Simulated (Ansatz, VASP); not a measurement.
MnS: VASP beside Ansatz

File INCAR:

```
SYSTEM = MnS
PREC = Accurate ; ENCUT = 520
EDIFF = 1E-7 ; ISMEAR = 0
SIGMA = 0.05 ; LREAL = .False.
LASPH = .True. ; NELM = 100
ALGO = Normal ; ISIF = 2
LWAVE = .False. ; LCHARG = .False.
GGA = PE ; NBANDS = 16
```

File KPOINTS:

```
regular mesh
0
Gamma
  12 12 12
  0 0 0
```

File POSCAR:

```
MnS
1.0
    0.0000000000      2.3302473803      2.3302473803
    2.3302473803      0.0000000000      2.3302473803
    2.3302473803      2.3302473803      0.0000000000
Mn S
1 1
Direct
    0.0000000000      0.0000000000      0.0000000000
    0.5000000000      0.5000000000      0.5000000000
```

Input for Ansatz:

```yaml
crystal:
  lattice:
    - [0.0, 2.3302473803, 2.3302473803]
    - [2.3302473803, 0.0, 2.3302473803]
    - [2.3302473803, 2.3302473803, 0.0]
  atoms:
    - { symbol: Mn, position: [0.0, 0.0, 0.0] }
    - { symbol: S, position: [0.5, 0.5, 0.5] }
basis:
  ecutwfc: 420
  ecutrho_ratio: 4
kpoints:
  mp_grid: { grid: [12, 12, 12] }
hamiltonian:
  xc: pbe
scf:
  occupations: { method: gaussian, width: 0.05 }
output:
  forces: true
  stress: true
  eigenvalues: true
```

Alike in both runs: task single point; functional PBE; k mesh 12 × 12 × 12; occupations gaussian, width 0.05 eV; no spin polarisation.

```csv
,VASP,Ansatz
version,VASP 6.6.1,Ansatz 0.2.0
potentials or method,"VASP PAW PBE potentials, release 64 (Mn_pv, S), cutoff 520 eV","scalar-relativistic, plane waves, PAW"
valence electrons in the cell,19,21
```

Ansatz gave:

* gap on the k mesh at the Fermi level (eV): none
* pressure (GPa): 3.3

Q: Estimate VASP's values.

A: gap on the k mesh at the Fermi level (eV): none; pressure (GPa): 3.4.

A gap of «none» marks a metal or a gap that the smearing closes. VASP's potentials hold 19 valence electrons a cell and Ansatz's 21, so a difference there can come from the potentials and not from the codes.
